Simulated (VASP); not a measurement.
A run of VASP 6.6.1 is set up as follows.

Contents of INCAR:

```
SYSTEM = Tl
PREC = Accurate
ENCUT = 520
EDIFF = 1E-6
ISMEAR = -1
SIGMA = 0.1
LREAL = .FALSE.
LASPH = .TRUE.
NELM = 60
ALGO = Normal
ISIF = 2
LWAVE = .FALSE.
LCHARG = .FALSE.
GGA = RP
NBANDS = 62
```

Contents of KPOINTS:

```
Automatic mesh
0
G
  4 4 4
  0 0 0
```

Contents of POSCAR:

```
Tl
1.0
    6.4814331447      0.0000000000      0.0000000000
    0.0000000000      6.4814331447      0.0000000000
    0.0000000000      0.0000000000      6.4814331447
Tl
8
Direct
    1.0000000000      0.0000000000      0.0000000000
    0.5000000000      0.5000000000      0.5000000000
    0.2500000000      1.0000000000      0.5000000000
    0.7500000000      1.0000000000      0.5000000000
    0.5000000000      0.2500000000      0.0000000000
    0.5000000000      0.7500000000      1.0000000000
    0.0000000000      0.5000000000      0.2500000000
    0.0000000000      0.5000000000      0.7500000000
```

Potentials or basis: VASP PAW PBE potentials, release 64 (Tl_d).

Command:

```console
$ cat potpaw_PBE.64/Tl_d/POTCAR > POTCAR
$ mpirun -np 1 vasp_std > vasp.out
```

(1) What does it give for the band gap on the k mesh?

(2) What does it give for the pressure?

Answers

(1) zero (band 52 reaches 6.43 eV, above the bottom of band 53 at 4.37 eV).

(2) -0.1 GPa.

Caveat: the PAW data sets were made with another functional, which shifts forces and pressure a little; spin-orbit coupling is left out, which moves the levels of the heavy elements.
